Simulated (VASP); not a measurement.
Wanted: the native input for a VASP 6.6.1 run.

```yaml
Task: single point
Functional: PBE
Potentials_or_basis: VASP PAW PBE potentials, release 64 (Cd, S)
Cutoff: 520 eV
k_mesh: 4 × 4 × 4
Occupations: gaussian, width 0.01 eV
Spin: no spin polarisation
Dipole_correction: no
Further_INCAR_settings: ALGO = Normal; EDIFF = 1e-07; NBANDS = 16
```

The structure of CdS lies in POSCAR:

```
CdS
1.0
   -0.0373201694      2.9312868221      2.9312868221
    2.9312868221     -0.0373201694      2.9312868221
    2.9312868221      2.9312868221     -0.0373201694
Cd S
1 1
Direct
   -0.0013720839     -0.0013720839     -0.0013720839
    0.2513720839      0.2513720839      0.2513720839
```

This cell differs from its parent crystal: epitaxial 111 strain +1.0%.

One way to write it, as run:

INCAR

```
PREC = Accurate
ENCUT = 520
EDIFF = 1E-7
ISMEAR = 0
SIGMA = 0.01
LREAL = False
LASPH = True
NELM = 100
ALGO = Normal
ISIF = 2
LWAVE = False
LCHARG = False
GGA = PE
NBANDS = 16
```

KPOINTS

```
Automatic mesh
0
Gamma
  4 4 4
```

Potentials or basis: VASP PAW PBE potentials, release 64 (Cd, S).

The run is started by

```console
$ cat potpaw_PBE.64/Cd/POTCAR potpaw_PBE.64/S/POTCAR > POTCAR
$ mpirun -np 1 vasp_std > vasp.out
```

Results of the run:

```yaml
Pressure: 1.2 GPa
Band_gap_on_the_k_mesh: 1.01 eV, direct
```

Caveat: the k points lie up to 0.46 Å⁻¹ apart; the cell differs from its parent crystal (epitaxial 111 strain +1.0%).

Run time: 9.3 s on 1 thread of Intel(R) Xeon(R) Platinum 8488C (Sapphire Rapids) (shared host), peak memory 0.17 GiB.
